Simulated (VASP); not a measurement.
Write the native input for VASP 6.6.1 that does the following.

- Task: relaxation of cell and atoms
- Functional: PBEsol
- Potentials or basis: VASP PAW PBE potentials, release 64 (Te)
- Cutoff: 600 eV
- k mesh: 11 × 11 × 11
- Occupations: fermi-dirac, width 0.1 eV
- Spin: no spin polarisation
- Dipole correction: no
- Further INCAR settings: ALGO = Normal; EDIFF = 1e-06; IBRION = 2; EDIFFG = -0.01; NSW = 80; ISIF = 3

The structure of Te lies in POSCAR:

```
Te
1.0
   -1.9317963558      1.9317963558      1.9317963558
    1.9317963558     -1.9317963558      1.9317963558
    1.9317963558      1.9317963558     -1.9317963558
Te
1
Direct
    0.0000000000      0.0000000000      0.0000000000
```

This isn't the form of Te at room conditions, which is trigonal, of chains.

These files were run (other wordings do the same):

INCAR

```
SYSTEM = Te
ALGO     = Normal         ! electronic algorithm
EDIFF    = 1E-6           ! SCF threshold, eV
EDIFFG   = -0.01          ! ionic threshold
ENCUT    = 600            ! plane-wave cutoff, eV
GGA      = PS             ! functional
IBRION   = 2              ! ionic algorithm
ISIF     = 3              ! what is computed and relaxed
ISMEAR   = -1             ! smearing method
LASPH    = .TRUE.         ! aspherical terms in the spheres
LCHARG   = .FALSE.        ! write CHGCAR
LREAL    = .FALSE.        ! projectors in reciprocal space
LWAVE    = .FALSE.        ! write WAVECAR
NELM     = 100            ! most SCF steps
NSW      = 80             ! ionic steps
PREC     = Accurate       ! precision mode
SIGMA    = 0.1            ! smearing width, eV
```

KPOINTS

```
k-points
0
G
  11 11 11
  0 0 0
```

Potentials or basis: VASP PAW PBE potentials, release 64 (Te).

Run with:

```sh
$ cat potpaw_PBE.64/Te/POTCAR > POTCAR
$ mpirun -np 1 vasp_std > vasp.out
```

Results of the run:

```yaml
Relaxed_volume: 27.02 Å³/atom
Relaxed_cell: a = 3.274 Å, b = 3.274 Å, c = 3.274 Å, α = 109.47°, β = 109.47°, γ = 109.47°
Space_group_after_relaxing_to_0.1_Å: Im-3m (No. 229)
Energy_gained_by_relaxing: 21.9 meV/atom
Ionic_steps: 3
Pressure_after_relaxing: 0.0 GPa
Band_gap_on_the_k_mesh: zero (bands 3 and 4 overlap by 6.31 eV)
```

Caveat: the PAW data sets were made with another functional, which shifts forces and pressure a little; spin-orbit coupling is left out, which moves the levels of the heavy elements.

Run time: 49 s on 1 thread of Intel Xeon 8259CL, on a shared host, peak memory 0.17 GiB.
